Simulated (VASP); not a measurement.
# Ni (P6_3/mmc) in VASP: further runs

The runs below take Ni through single point, with PBEsol.

Everything below comes from runs of VASP 6.6.1. Logs are shortened: lines on timing, memory, paths and dates and some standing lists are left out, and cuts for length are marked.

**1. The cell of the first run**

Symmetry: P6_3/mmc, No. 194, hexagonal system. Conventional cell: a = 2.448 Å, b = 2.448 Å, c = 4.073 Å, α = 90.00°, β = 90.00°, γ = 120.00°. Ni (site symmetry -6m2) has 12 Ni at 2.45 to 2.48 Å within 3.2 Å.

This isn't the form of Ni at room conditions, which is fcc.

**2. Single point, PBEsol, collinear spin, ferromagnetic start**

The input, INCAR:

```
PREC = Accurate ; ENCUT = 600
EDIFF = 1E-6 ; ISMEAR = -1
SIGMA = 0.05 ; LREAL = False
LASPH = True ; NELM = 200
ALGO = Normal ; ISIF = 2
LWAVE = False ; LCHARG = True
ISPIN = 2 ; MAGMOM = 2 2
LORBIT = 11 ; LMAXMIX = 4
GGA = PS ; LELF = True
LVHAR = True ; NBANDS = 21
GGA_COMPAT = False
```

The input, KPOINTS:

```
Automatic mesh
0
Gamma
  14 14 8
```

The input, POSCAR:

```
Ni
1.0
    2.4480230000      0.0000000000      0.0000000000
   -1.2240115000      2.1200501070      0.0000000000
    0.0000000000      0.0000000000      4.0728080000
Ni
2
Direct
    0.3333333333      0.6666666667      0.2500000000
    0.6666666667      0.3333333333      0.7500000000
```

Potentials or basis: VASP PAW PBE potentials, release 64 (Ni).

Command:

```console
$ cat potpaw_PBE.64/Ni/POTCAR > POTCAR
$ mpirun -np 1 vasp_std > vasp.out
```

OUTCAR:

```text
PREC = Accurate
   ENCUT = 600
   EDIFF = 1E-6
   ISMEAR = -1
   LREAL = False
   LASPH = True
   NELM = 200
   ISIF = 2
   ISPIN = 2
   LORBIT = 11
   GGA = PS

 ion  position               nearest neighbor table
   1  0.333  0.667  0.250-   2 2.48   2 2.48   2 2.48   2 2.48   2 2.48   2 2.48
   2  0.667  0.333  0.750-   1 2.48   1 2.48   1 2.48   1 2.48   1 2.48   1 2.48

  LATTYP: Found a hexagonal cell.
 ALAT       =     2.4480230000
 C/A-ratio  =     1.6637131269

  Lattice vectors:

 A1 = (   2.4480230000,   0.0000000000,   0.0000000000)
 A2 = (  -1.2240115000,   2.1200501070,   0.0000000000)
 A3 = (   0.0000000000,   0.0000000000,   4.0728080000)

Analysis of symmetry for initial positions (statically):
=====================================================================
 Subroutine PRICEL returns:
 Original cell was already a primitive cell.

 Routine SETGRP: Setting up the symmetry group for a
 hexagonal supercell.

 Subroutine GETGRP returns: Found 24 space group operations
 (whereof 12 operations were pure point group operations)
 out of a pool of 24 trial point group operations.

The static configuration has the point symmetry D_3d.
 The point group associated with its full space group is D_6h.

Analysis of symmetry for dynamics (positions and initial velocities):
=====================================================================
 Subroutine PRICEL returns:
 Original cell was already a primitive cell.

 Routine SETGRP: Setting up the symmetry group for a
 hexagonal supercell.

 Subroutine GETGRP returns: Found 24 space group operations
 (whereof 12 operations were pure point group operations)
 out of a pool of 24 trial point group operations.

The dynamic configuration has the point symmetry D_3d.
 The point group associated with its full space group is D_6h.

Analysis of structural, dynamic, and magnetic symmetry:
=====================================================================
 Subroutine PRICEL returns:
 Original cell was already a primitive cell.

 Routine SETGRP: Setting up the symmetry group for a
 hexagonal supercell.

 Subroutine GETGRP returns: Found 24 space group operations
 (whereof 12 operations were pure point group operations)
 out of a pool of 24 trial point group operations.

The overall configuration has the point symmetry D_3d.
 The point group associated with its full space group is D_6h.

 Subroutine INISYM returns: Found 24 space group operations
 (whereof 12 operations are pure point group operations),
 and found     1 'primitive' translations

----------------------------------------------------------------------------------------

                                     Primitive cell

  volume of cell :      21.1376

  direct lattice vectors                    reciprocal lattice vectors
     2.448023000  0.000000000  0.000000000     0.408492894  0.235843482  0.000000000
    -1.224011500  2.120050107  0.000000000     0.000000000  0.471686965  0.000000000
     0.000000000  0.000000000  4.072808000     0.000000000  0.000000000  0.245530848

  length of vectors
     2.448023000  2.448023000  4.072808000     0.471686965  0.471686965  0.245530848

  position of ions in fractional coordinates (direct lattice)
     0.333333333  0.666666667  0.250000000
     0.666666667  0.333333333  0.750000000

  ion indices of the primitive-cell ions
   primitive index   ion index
                 1           1
                 2           2

----------------------------------------------------------------------------------------

 KPOINTS: Automatic mesh

Automatic generation of k-mesh.
 Grid dimensions read from file:
 generate k-points for:   14   14    8

 Generating k-lattice:

  Cartesian coordinates                     Fractional coordinates (reciprocal lattice)
     0.029178064  0.016845963  0.000000000     0.071428571  0.000000000  0.000000000
     0.000000000  0.033691926  0.000000000     0.000000000  0.071428571  0.000000000
     0.000000000  0.000000000  0.030691356     0.000000000  0.000000000  0.125000000

  Length of vectors
     0.033691926  0.033691926  0.030691356

  Shift w.r.t. Gamma in fractional coordinates (k-lattice)
     0.000000000  0.000000000  0.000000000

 Subroutine IBZKPT returns following result:
 ===========================================

 Found    120 irreducible k-points:

 Following reciprocal coordinates:
            Coordinates               Weight
  0.000000  0.000000  0.000000      1.000000
  0.071429 -0.000000  0.000000      6.000000
  0.142857 -0.000000  0.000000      6.000000
  0.214286 -0.000000  0.000000      6.000000
  0.285714  0.000000  0.000000      6.000000
  0.357143  0.000000  0.000000      6.000000
[... 16 lines left out ...]
  0.285714  0.285714  0.000000      6.000000
  0.357143  0.285714  0.000000      6.000000
 [... further k-points ...]
   k-points           NKPTS =    120   k-points in BZ     NKDIM =    120   number of bands    NBANDS=     21
   number of dos      NEDOS =    301   number of ions     NIONS =      2
   total plane-waves  NPLWV =  14400
   dimension x,y,z NGX =    20 NGY =   20 NGZ =   36
   dimension x,y,z NGXF=    40 NGYF=   40 NGZF=   72
   ions per type =               2
   NGX,Y,Z   is equivalent  to a cutoff of  13.58, 13.58, 14.69 a.u.
   NGXF,Y,Z  is equivalent  to a cutoff of  27.16, 27.16, 29.39 a.u.
 SYSTEM =  unknown system
   PREC   = accura    normal or accurate (medium, high low for compatibility)
   ISTART =      0    job   : 0-new  1-cont  2-samecut
   ICHARG =      2    charge: 1-file 2-atom 10-const
   ISPIN  =      2    spin polarized calculation?
   LNONCOLLINEAR =      F non collinear calculations
   LSORBIT =      F    spin-orbit coupling
   LASPH  =      T    aspherical Exc in radial PAW
   ENCUT  =  600.0 eV  44.10 Ry    6.64 a.u.   4.89  4.89  8.13*2*pi/ulx,y,z
   NELM   =    200;   NELMIN=  2; NELMDL= -5     # of ELM steps
   EDIFF  = 0.1E-05   stopping-criterion for ELM
   LREAL  =      F    real-space projection
[... 7 lines left out ...]
   TEBEG  =    0.0;   TEEND  =   0.0 temperature during run
   PSTRESS=    0.0 pullay stress
   NELECT =      20.0000    total number of electrons
   NUPDOWN=      -1.0000    fix difference up-down
   EMIN   =  10.00;   EMAX   =-10.00  energy-range for DOS
   EFERMI =   0.00;   METHOD = LEGACY
   ISMEAR =    -1;   SIGMA  =   0.05  broadening in eV -4-tet -1-fermi 0-gaus
   EFERMI_NEDOS =   21; number of points for ismear=-14 and -15
   IALGO  =     38    algorithm
   IMIX   =      4    mixing-type and parameters
     AMIX     =   0.40;   BMIX     =  1.00
     AMIX_MAG =   1.60;   BMIX_MAG =  1.00
  volume/ion in A,a.u.               =      10.57        71.32
  Fermi-wavevector in a.u.,A,eV,Ry     =   1.607187  3.037142 35.144513  2.583049
  Thomas-Fermi vector in A             =   2.703255
   LORBIT       =     11    0 simple, 1 ext, 2 COOP (PROOUT), +10 PAW based schemes
   GGA     = PS    functional components
   LHFCALC =     F    Hartree Fock is set to
   AEXX    =    0.0000 exact exchange contribution
   IVDW    =     0    specifies the selected vdW correction
   LEPSILON=     F    determine dielectric tensor
   LRPA    =     F    only Hartree local field effects (RPA)
 spin polarized calculation
  energy-cutoff  :      600.00
  volume of cell :       21.14
 maximum number of plane-waves:       734
 NGX is ok and might be reduce to    20
   NGX =  9   NGY =  9   NGZ = 17

 number of electron      20.0000004 magnetization       1.1940399

 Free energy of the ion-electron system (eV)
  ---------------------------------------------------
  ext. energy  EPLUGINS =         0.00000000
  ---------------------------------------------------
  free energy    TOTEN  =       -12.22433784 eV

  energy without entropy =      -12.18792202  energy(sigma->0) =      -12.20612993

 E-fermi :   9.6156     XC(G=0): -13.6066

 val. band max:        9.6151168594   @ k =   0.0714  -0.0000   0.1250
 cond. band min:       9.6168533643   @ k =   0.4286   0.1429   0.1250
 fundamental gap:      0.0017365048
 Fermi energy:         9.6155572918

 spin component 1

 k-point     1 :       0.0000    0.0000    0.0000
  band No.  band energies     occupation
      1       0.3391      1.00000
      2       4.5899      1.00000
      3       7.0692      1.00000
      4       7.2229      1.00000
      5       7.2229      1.00000
      6       7.4884      1.00000
[... 13 lines left out ...]
     20      36.3086      0.00000
     21      40.2202      0.00000
[... 529 lines left out ...]
 k-point    24 :       0.3571    0.2857    0.0000
  band No.  band energies     occupation
      1       5.6628      1.00000
      2       5.8102      1.00000
      3       5.8891      1.00000
      4       6.1814      1.00000
      5       6.9585      1.00000
      6       7.0377      1.00000
[... 13 lines left out ...]
     20      43.1321      0.00000
     21      45.6120      0.00000

 [... further k-points ...]

 spin component 2

 k-point     1 :       0.0000    0.0000    0.0000
  band No.  band energies     occupation
      1       0.3308      1.00000
      2       4.9607      1.00000
      3       7.7194      1.00000
      4       7.8556      1.00000
      5       7.8556      1.00000
      6       8.1383      1.00000
[... 13 lines left out ...]
     20      36.4017      0.00000
     21      40.3119      0.00000
[... 529 lines left out ...]
 k-point    24 :       0.3571    0.2857    0.0000
  band No.  band energies     occupation
      1       6.1425      1.00000
      2       6.2205      1.00000
      3       6.3497      1.00000
      4       6.5703      1.00000
      5       7.5056      1.00000
      6       7.5775      1.00000
[... 13 lines left out ...]
     20      43.1556      0.00000
     21      45.6472      0.00000

 [... further k-points ...]

------------------------ aborting loop because EDIFF is reached ----------------------------------------

  FORCE on cell =-STRESS in cart. coord.  units (eV):
  Direction    XX          YY          ZZ          XY          YZ          ZX
  --------------------------------------------------------------------------------------
  -------------------------------------------------------------------------------------
  Total       -0.3122955     -0.3122955     -0.7248608     -0.0000000     -0.0000000      0.0000000
  in kB      -23.6712272    -23.6712272    -54.9426536     -0.0000000     -0.0000000      0.0000000
  external PRESSURE =     -34.0950360 kB  Pullay stress =       0.0000000 kB

 VOLUME and BASIS-vectors are now :
 -----------------------------------------------------------------------------
  energy-cutoff  :      600.00
  volume of cell :       21.14
      direct lattice vectors                 reciprocal lattice vectors
     2.448023000  0.000000000  0.000000000     0.408492894  0.235843482  0.000000000
    -1.224011500  2.120050107  0.000000000     0.000000000  0.471686965  0.000000000
     0.000000000  0.000000000  4.072808000     0.000000000  0.000000000  0.245530848

 POSITION                                       TOTAL-FORCE (eV/Angst)
 -----------------------------------------------------------------------------------
     -0.00000      1.41337      1.01820        -0.000000     -0.000000      0.000000
      1.22401      0.70668      3.05461         0.000000      0.000000      0.000000
 -----------------------------------------------------------------------------------
    total drift:                               -0.000000      0.000000     -0.000000

  FREE ENERGIE OF THE ION-ELECTRON SYSTEM (eV)
  ---------------------------------------------------
  free  energy   TOTEN  =       -12.2243378395 eV

  energy  without entropy=      -12.1879220177  energy(sigma->0) =      -12.20612993

 total charge

# of ion       s       p       d       tot
------------------------------------------
    1        0.511   0.528   8.328   9.368
    2        0.511   0.528   8.328   9.368
--------------------------------------------------
tot          1.023   1.056  16.657  18.736

 magnetization (x)

# of ion       s       p       d       tot
------------------------------------------
    1       -0.005  -0.023   0.632   0.604
    2       -0.005  -0.023   0.632   0.604
--------------------------------------------------
tot         -0.011  -0.046   1.264   1.207
```

Wall time 73 s (1 thread of Intel Xeon Platinum 8488C (Sapphire Rapids), shared host); peak memory 0.21 GiB.

Results:

| Item | Value |
| --- | --- |
| Free energy | -12.2243 eV |
| Pressure | -3.4 GPa |
| Net moment | 1.19 μB per cell |
| Site moments | Ni +0.60 μB |
| Valence electrons inside the program's atomic spheres | Ni 9.37 |

Stress tensor (GPa, compression positive):
```
-2.37  0.00  0.00
 0.00 -2.37  0.00
 0.00  0.00 -5.49
```

Levels at points of the mesh, in eV from the Fermi level:
Spin up:
| k point | band 7 | band 8 | band 9 | band 10 | band 11 | band 12 | band 13 | band 14 | band 15 | band 16 |
| --- | --- | --- | --- | --- | --- | --- | --- | --- | --- | --- |
| (0.00, 0.00, 0.00) | -2.13 | -1.62 | -1.62 | -0.68 | -0.68 | -0.60 | 5.59 | 23.04 | 25.25 | 25.25 |
| (0.50, 0.00, 0.00) | -2.11 | -0.55 | -0.52 | -0.43 | 1.23 | 3.18 | 9.39 | 9.94 | 12.52 | 13.50 |
| (0.00, 0.00, 0.50) | -2.42 | -2.42 | -0.98 | -0.98 | -0.98 | -0.98 | 14.19 | 14.19 | 23.76 | 23.76 |
| (0.50, 0.00, 0.50) | -0.99 | -0.99 | -0.48 | -0.48 | 1.44 | 1.44 | 7.02 | 7.02 | 18.69 | 18.69 |
Spin down:
```
           k point  band 5  band 6  band 7  band 8  band 9  band 10  band 11  band 12  band 13  band 14
(0.00, 0.00, 0.00)   -1.76   -1.48   -1.48   -0.98   -0.98    -0.63    -0.01    -0.01     5.99    22.95
(0.50, 0.00, 0.00)   -1.84   -1.79   -1.48    0.17    0.17     0.29     1.68     3.53     9.52    10.06
(0.00, 0.00, 0.50)   -1.79   -1.79   -1.79   -1.79   -0.31    -0.31    -0.31    -0.31    14.34    14.34
(0.50, 0.00, 0.50)   -0.92   -0.92   -0.42   -0.42    0.24     0.24     1.61     1.61     7.34     7.34
```

Caveat: the cell stands under tension; the PAW data sets were made with another functional, which shifts forces and pressure a little.

**3. Single point, PBEsol, collinear spin, ferromagnetic start**

The input, INCAR:

```
SYSTEM = Ni
PREC = Accurate ; ENCUT = 600
EDIFF = 1E-6 ; ISMEAR = -1
SIGMA = 0.05 ; LREAL = .False.
LASPH = .True. ; NELM = 200
ALGO = Normal ; ISIF = 2
LWAVE = .False. ; LCHARG = .False.
ISPIN = 2 ; MAGMOM = 2 2
LORBIT = 11 ; LMAXMIX = 4
GGA = PS ; NBANDS = 21
GGA_COMPAT = .False.
```

The input, KPOINTS:

```
Automatic mesh
0
Gamma
  14 14 8
  0 0 0
```

POSCAR is that of step 2.

Potentials or basis: VASP PAW PBE potentials, release 64 (Ni).

Command:

```console
$ cat potpaw_PBE.64/Ni/POTCAR > POTCAR
$ mpirun -np 1 vasp_std > vasp.out
```

Run time: 82 s. Hardware: 1 thread of Intel Xeon Platinum 8488C (Sapphire Rapids), shared host; peak memory 0.21 GiB.

The run converged. Its results:

| Item | Value |
| --- | --- |
| Free energy | -12.2243 eV |
| Pressure | -3.4 GPa |
| Net moment | 1.19 μB per cell |
| Site moments | Ni +0.60 μB |
| Valence electrons inside the program's atomic spheres | Ni 9.37 |

Stress tensor (GPa, compression positive):
```
-2.37  0.00  0.00
 0.00 -2.37  0.00
 0.00  0.00 -5.49
```

Levels at points of the mesh, in eV from the Fermi level:
Spin up:
```
           k point  band 9  band 10  band 11  band 12  band 13  band 14
(0.00, 0.00, 0.00)   -1.62    -0.68    -0.68    -0.60     5.59    23.04
(0.50, 0.00, 0.00)   -0.52    -0.43     1.23     3.18     9.39     9.94
(0.00, 0.00, 0.50)   -0.98    -0.98    -0.98    -0.98    14.19    14.19
(0.50, 0.00, 0.50)   -0.48    -0.48     1.44     1.44     7.02     7.02
```
Spin down:
| k point | band 5 | band 6 | band 7 | band 8 | band 9 | band 10 | band 11 | band 12 | band 13 | band 14 |
| --- | --- | --- | --- | --- | --- | --- | --- | --- | --- | --- |
| (0.00, 0.00, 0.00) | -1.76 | -1.48 | -1.48 | -0.98 | -0.98 | -0.63 | -0.01 | -0.01 | 5.99 | 22.95 |
| (0.50, 0.00, 0.00) | -1.84 | -1.79 | -1.48 | 0.17 | 0.17 | 0.29 | 1.68 | 3.53 | 9.52 | 10.06 |
| (0.00, 0.00, 0.50) | -1.79 | -1.79 | -1.79 | -1.79 | -0.31 | -0.31 | -0.31 | -0.31 | 14.34 | 14.34 |
| (0.50, 0.00, 0.50) | -0.92 | -0.92 | -0.42 | -0.42 | 0.24 | 0.24 | 1.61 | 1.61 | 7.34 | 7.34 |

Caveat: the cell stands under tension; the PAW data sets were made with another functional, which shifts forces and pressure a little.
